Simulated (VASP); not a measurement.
# P (Pm-3m) in VASP: elastic constants with PBE

Aim: the elastic constants of P with PBE.

Everything below comes from runs of VASP 6.6.1. Logs are shortened: lines on timing, memory, paths and dates and some standing lists are left out, and cuts for length are marked.

### 1 The cell of the first run

Symmetry: Pm-3m, No. 221, cubic system. The conventional cell has a = 2.447 Å, b = 2.447 Å, c = 2.447 Å, α = 90.00°, β = 90.00°, γ = 90.00°. Within 3.2 Å of P (site symmetry m-3m) lie 6 P at 2.45 Å.

This isn't the form of P at room conditions, which is orthorhombic.

### 2 Elastic constants, PBE

INCAR reads:

```
PREC = Accurate
ENCUT = 600
EDIFF = 1E-8
ISMEAR = -1
SIGMA = 0.15
LREAL = F
LASPH = T
NELM = 80
ALGO = Normal
ISIF = 3
LWAVE = F
LCHARG = F
GGA = PE
IBRION = 6
NFREE = 2
POTIM = 0.015
NSW = 1
```

KPOINTS reads:

```
regular mesh
0
Gamma
  24 24 24
```

POSCAR reads:

```
P
1.0
    2.4472103034      0.0000000000      0.0000000000
    0.0000000000      2.4472103034      0.0000000000
    0.0000000000      0.0000000000      2.4472103034
P
1
Direct
    0.0000000000      0.0000000000      0.0000000000
```

Potentials or basis: VASP PAW PBE potentials, release 64 (P).

On the command line:

```console
> cat potpaw_PBE.64/P/POTCAR > POTCAR
> mpirun -np 1 vasp_std > vasp.out
```

OUTCAR:

```text
PREC = Accurate
   ENCUT = 600
   EDIFF = 1E-8
   ISMEAR = -1
   LREAL = F
   LASPH = T
   NELM = 80
   ISIF = 3
   GGA = PE
   IBRION = 6
   NFREE = 2
   POTIM = 0.015
   NSW = 1

 ion  position               nearest neighbor table
   1  0.000  0.000  0.000-

  LATTYP: Found a simple cubic cell.
 ALAT       =     2.4472103034

  Lattice vectors:

 A1 = (   2.4472103034,   0.0000000000,   0.0000000000)
 A2 = (   0.0000000000,   2.4472103034,   0.0000000000)
 A3 = (   0.0000000000,   0.0000000000,   2.4472103034)

Analysis of symmetry for initial positions (statically):
=====================================================================
 Subroutine PRICEL returns:
 Original cell was already a primitive cell.

 Routine SETGRP: Setting up the symmetry group for a
 simple cubic supercell.

 Subroutine GETGRP returns: Found 48 space group operations
 (whereof 48 operations were pure point group operations)
 out of a pool of 48 trial point group operations.

The static configuration has the point symmetry O_h .

Analysis of symmetry for dynamics (positions and initial velocities):
=====================================================================
 Subroutine PRICEL returns:
 Original cell was already a primitive cell.

 Routine SETGRP: Setting up the symmetry group for a
 simple cubic supercell.

 Subroutine GETGRP returns: Found 48 space group operations
 (whereof 48 operations were pure point group operations)
 out of a pool of 48 trial point group operations.

The dynamic configuration has the point symmetry O_h .

 Subroutine INISYM returns: Found 48 space group operations
 (whereof 48 operations are pure point group operations),
 and found     1 'primitive' translations

----------------------------------------------------------------------------------------

                                     Primitive cell

  volume of cell :      14.6559

  direct lattice vectors                    reciprocal lattice vectors
     2.447210303  0.000000000  0.000000000     0.408628551  0.000000000  0.000000000
     0.000000000  2.447210303  0.000000000     0.000000000  0.408628551  0.000000000
     0.000000000  0.000000000  2.447210303     0.000000000  0.000000000  0.408628551

  length of vectors
     2.447210303  2.447210303  2.447210303     0.408628551  0.408628551  0.408628551

  position of ions in fractional coordinates (direct lattice)
     0.000000000  0.000000000  0.000000000

  ion indices of the primitive-cell ions
   primitive index   ion index
                 1           1

----------------------------------------------------------------------------------------

 KPOINTS: regular mesh

Automatic generation of k-mesh.
 Grid dimensions read from file:
 generate k-points for:   24   24   24

 Generating k-lattice:

  Cartesian coordinates                     Fractional coordinates (reciprocal lattice)
     0.017026190  0.000000000  0.000000000     0.041666667  0.000000000  0.000000000
     0.000000000  0.017026190  0.000000000     0.000000000  0.041666667  0.000000000
     0.000000000  0.000000000  0.017026190     0.000000000  0.000000000  0.041666667

  Length of vectors
[... 90 lines left out ...]
 maximum number of plane-waves:       512
 NGX is ok and might be reduce to    20
   NGX =  9   NGY =  9   NGZ =  9

--------------------------------------- Ionic step        1  -------------------------------------------

 number of electron       5.0000001 magnetization

 Free energy of the ion-electron system (eV)
  ---------------------------------------------------
  ext. energy  EPLUGINS =         0.00000000
  ---------------------------------------------------
  free energy    TOTEN  =        -5.28284444 eV

  energy without entropy =       -5.25700504  energy(sigma->0) =       -5.26992474

------------------------ aborting loop because EDIFF is reached ----------------------------------------

  FORCE on cell =-STRESS in cart. coord.  units (eV):
  Direction    XX          YY          ZZ          XY          YZ          ZX
  --------------------------------------------------------------------------------------
  -------------------------------------------------------------------------------------
  Total       -0.0223581     -0.0223581     -0.0223581     -0.0000000     -0.0000000      0.0000000
  in kB       -2.4441677     -2.4441677     -2.4441677     -0.0000000     -0.0000000      0.0000000
  external PRESSURE =      -2.4441677 kB  Pullay stress =       0.0000000 kB
[... 86 lines left out ...]
  FREE ENERGIE OF THE ION-ELECTRON SYSTEM (eV)
  ---------------------------------------------------
  free  energy   TOTEN  =        -5.2808422661 eV

  energy  without entropy=       -5.2561768646  energy(sigma->0) =       -5.26850957

[... ionic steps 4 to 12 ...]

--------------------------------------- Ionic step       13  -------------------------------------------

 number of electron       5.0000001 magnetization

------------------------ aborting loop because EDIFF is reached ----------------------------------------
[... 65 lines left out ...]
--------------------------------------- Ionic step       15  -------------------------------------------

 number of electron       5.0000001 magnetization

 Free energy of the ion-electron system (eV)
  ---------------------------------------------------
  ext. energy  EPLUGINS =         0.00000000
  ---------------------------------------------------
  free energy    TOTEN  =        -5.28284439 eV

  energy without entropy =       -5.25700499  energy(sigma->0) =       -5.26992469

 E-fermi :   9.5676     XC(G=0): -11.2497

 val. band max:        9.5648883196   @ k =   0.4583   0.4583   0.4167
 cond. band min:       9.5872493965   @ k =   0.4167   0.2500   0.0000
 fundamental gap:      0.0223610768
 Fermi energy:         9.5676338681

 k-point     1 :       0.0000    0.0000    0.0000
  band No.  band energies     occupation
      1      -6.8829      2.00000
      2      14.5339      0.00000
      3      14.5339      0.00000
      4      14.5339      0.00000
      5      16.3647      0.00000
      6      16.3647      0.00000
[... 199 lines left out ...]
 k-point    24 :       0.4583    0.0417    0.0000
  band No.  band energies     occupation
      1      -2.7638      2.00000
      2       1.2616      2.00000
      3      16.4815      0.00000
      4      17.2698      0.00000
      5      19.5177      0.00000
      6      23.2065      0.00000

 [... further k-points ...]

------------------------ aborting loop because EDIFF is reached ----------------------------------------

  FORCE on cell =-STRESS in cart. coord.  units (eV):
  Direction    XX          YY          ZZ          XY          YZ          ZX
  --------------------------------------------------------------------------------------
  -------------------------------------------------------------------------------------
  Total       -0.0223598     -0.0223598     -0.0223598      0.0000000      0.0000000     -0.0000000
  in kB       -2.4443517     -2.4443517     -2.4443517      0.0000000      0.0000000     -0.0000000
  external PRESSURE =      -2.4443517 kB  Pullay stress =       0.0000000 kB
[... 16 lines left out ...]
  FREE ENERGIE OF THE ION-ELECTRON SYSTEM (eV)
  ---------------------------------------------------
  free  energy   TOTEN  =        -5.2828443943 eV

  energy  without entropy=       -5.2570049866  energy(sigma->0) =       -5.26992469

 INTERNAL STRAIN TENSORS FROM STRAINED CELLS
 ============================================

 INTERNAL STRAIN TENSOR FOR ION    1 for displacements in x,y,z  (eV/Angst):
          X           Y           Z          XY          YZ          ZX
  --------------------------------------------------------------------------------
  x     0.00000     0.00000     0.00000     0.00000     0.00000    -0.00000
  y     0.00000     0.00000     0.00000     0.00000     0.00000     0.00000
  z     0.00000     0.00000     0.00000     0.00000     0.00000     0.00000

 INTERNAL STRAIN TENSORS FROM DISPLACED ATOMS
 ============================================

 INTERNAL STRAIN TENSOR FOR ION    1 for displacements in x,y,z  (eV/Angst):
          X           Y           Z          XY          YZ          ZX
  --------------------------------------------------------------------------------
  x     0.00000     0.00000     0.00000     0.00000     0.00000     0.00000
  y     0.00000     0.00000     0.00000     0.00000     0.00000     0.00000
  z     0.00000     0.00000     0.00000     0.00000     0.00000     0.00000

 Eigenvectors and eigenvalues of the dynamical matrix
 ----------------------------------------------------

   1 f  =    0.000000 THz     0.000000 2PiTHz    0.000000 cm-1     0.000000 meV
             X         Y         Z           dx          dy          dz
      0.000000  0.000000  0.000000     1.000000    0.000000    0.000000

   2 f  =    0.000000 THz     0.000000 2PiTHz    0.000000 cm-1     0.000000 meV
             X         Y         Z           dx          dy          dz
      0.000000  0.000000  0.000000     0.000000    1.000000    0.000000

   3 f  =    0.000000 THz     0.000000 2PiTHz    0.000000 cm-1     0.000000 meV
             X         Y         Z           dx          dy          dz
      0.000000  0.000000  0.000000     0.000000    0.000000    1.000000

--------------------------------------------------------------------------------------------------------

 ELASTIC MODULI CONTR FROM IONIC RELAXATION (kBar)
 Direction    XX          YY          ZZ          XY          YZ          ZX
 --------------------------------------------------------------------------------
 XX           0.0000      0.0000      0.0000      0.0000      0.0000      0.0000
 YY           0.0000      0.0000      0.0000      0.0000      0.0000      0.0000
 ZZ           0.0000      0.0000      0.0000      0.0000      0.0000      0.0000
 XY           0.0000      0.0000      0.0000      0.0000      0.0000      0.0000
 YZ           0.0000      0.0000      0.0000      0.0000      0.0000      0.0000
 ZX           0.0000      0.0000      0.0000      0.0000      0.0000      0.0000
 --------------------------------------------------------------------------------

 TOTAL ELASTIC MODULI (kBar)
 Direction    XX          YY          ZZ          XY          YZ          ZX
 --------------------------------------------------------------------------------
 XX        2207.4585    479.4057    479.4057      0.0000      0.0000     -0.0000
 YY         479.4057   2207.4585    479.4057      0.0000      0.0000      0.0000
 ZZ         479.4057    479.4057   2207.4585      0.0000      0.0000      0.0000
 XY           0.0000      0.0000      0.0000    644.2899      0.0000      0.0000
 YZ           0.0000      0.0000      0.0000      0.0000    644.2899      0.0000
 ZX          -0.0000      0.0000      0.0000      0.0000      0.0000    644.2899
 --------------------------------------------------------------------------------
```

It took 8.1 min on 1 thread of Intel Xeon 6975P-C (Granite Rapids), shared host; peak memory 0.7 GiB.

Results:

```
Elastic constants C11, C12, C44 : 221, 48, 64 GPa
Voigt bulk modulus              : 106 GPa
```

Elastic tensor in Voigt notation (GPa, in the Cartesian axes of the cell as first typed):
```
221  48  48   0   0   0
 48 221  48   0   0   0
 48  48 221   0   0   0
  0   0   0  64   0   0
  0   0   0   0  64   0
  0   0   0   0   0  64
```

Clamped-ion elastic tensor (GPa):
```
221  48  48   0   0   0
 48 221  48   0   0   0
 48  48 221   0   0   0
  0   0   0  64   0   0
  0   0   0   0  64   0
  0   0   0   0   0  64
```
